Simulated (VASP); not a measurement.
Input of a VASP 6.6.1 run:

File INCAR:

```
PREC = Accurate
ENCUT = 520
EDIFF = 1E-6
ISMEAR = 0
SIGMA = 0.1
LREAL = F
LASPH = T
NELM = 80
ALGO = Normal
ISIF = 2
LWAVE = F
LCHARG = F
GGA = PS
NBANDS = 13
```

KPOINTS

```
regular mesh
0
Gamma
  8 8 8
```

The input POSCAR:

```
Mo
1.0
   -1.5659380062      1.5659380062      1.5659380062
    1.5659380062     -1.5659380062      1.5659380062
    1.5659380062      1.5659380062     -1.5659380062
Mo
1
Direct
    0.0000000000      0.0000000000      0.0000000000
```

Potentials or basis: VASP PAW PBE potentials, release 64 (Mo_sv).

Command:

```console
$ cat potpaw_PBE.64/Mo_sv/POTCAR > POTCAR
$ mpirun -np 1 vasp_std > vasp.out
```

Task: What does it give for the band gap on the k mesh?

Result: Zero (band 7 reaches 16.86 eV, above the bottom of band 8 at 11.35 eV).

Task: Predict the pressure.

Result: 0.5 GPa.

Caveat: the PAW data sets were made with another functional, which shifts forces and pressure a little.
